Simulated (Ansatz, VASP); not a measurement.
Pt in VASP and in Ansatz

```
CELL_PARAMETERS angstrom
2.70431 0.00000 0.00000
-1.35215 2.34200 0.00000
0.00000 0.00000 4.69431
ATOMIC_POSITIONS crystal
Pt 0.33333 0.66667 0.25000
Pt 0.66667 0.33333 0.75000
```

Alike in both runs: task single point; functional r2SCAN; k mesh 11 × 11 × 6; occupations fermi-dirac, width 0.05 eV; no spin polarisation.

```csv
,VASP,Ansatz
version,VASP 6.6.1,Ansatz 0.2.0
potentials or method,"VASP PAW PBE potentials, release 64 (Pt_sv_GW)",Ansatz PAW
plane-wave cutoff (eV),550,500
valence electrons in the cell,36,36
```

VASP gave:

```
gap on the k mesh at the Fermi level (eV)                     : none
pressure (GPa)                                                : 8.6
traceless stress, the component that is largest in VASP (GPa) : -1.41
```

Task: Which values does Ansatz return?

Result: gap on the k mesh at the Fermi level (eV): none; pressure (GPa): 10.8; traceless stress, the component that is largest in VASP (GPa): -1.46.

VASP's potentials were made for PBE, not for r2SCAN. A gap of «none» marks a metal or a gap that the smearing closes. The functional is the same, so the differences come from potentials, cutoffs and numerics.

Neither program's run includes spin-orbit coupling.
